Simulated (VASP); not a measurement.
Write the native input for VASP 6.6.1 that does the following.

```yaml
Task: single point
Functional: PBEsol
Potentials_or_basis: VASP PAW PBE potentials, release 64 (Co)
Cutoff: 520 eV
k_mesh: 6 × 6 × 6
Occupations: gaussian, width 0.1 eV
Spin: collinear spin, ferromagnetic start
Starting_moments: "[2.28, 2.28] μB"
Dipole_correction: no
Further_INCAR_settings: ALGO = Normal; EDIFF = 1e-07; NBANDS = 20
```

The structure of Co lies in POSCAR:

```
Co
1.0
    0.0000000000      2.4938863261      2.4938863261
    2.4938863261      0.0000000000      2.4938863261
    2.4938863261      2.4938863261      0.0000000000
Co
2
Direct
    0.0000000000      0.0000000000      0.0000000000
    0.2500000000      0.2500000000      0.2500000000
```

One way to write it, as run:

INCAR

```
SYSTEM = Co
ALGO = Normal
EDIFF = 1E-7
ENCUT = 520
GGA = PS
ISIF = 2
ISMEAR = 0
ISPIN = 2
LASPH = .TRUE.
LCHARG = .FALSE.
LMAXMIX = 4
LORBIT = 11
LREAL = .FALSE.
LWAVE = .FALSE.
MAGMOM = 2.28 2.28
NBANDS = 20
NELM = 150
PREC = Accurate
SIGMA = 0.1
```

KPOINTS

```
k-points
0
G
  6 6 6
  0 0 0
```

Potentials or basis: VASP PAW PBE potentials, release 64 (Co).

The run is started by

```bash
$ cat potpaw_PBE.64/Co/POTCAR > POTCAR
$ mpirun -np 1 vasp_std > vasp.out
```

Results of the run:

```
Pressure                                              : -0.8 GPa
Net moment                                            : 3.30 μB per cell
Site moments                                          : Co +1.64 μB
Valence electrons inside the program's atomic spheres : Co 8.27
```

Caveat: the k points lie up to 0.36 Å⁻¹ apart; the PAW data sets were made with another functional, which shifts forces and pressure a little.

Wall time 23 s on 1 thread of Intel Xeon 6975P-C, on a shared host, peak memory 0.17 GiB.
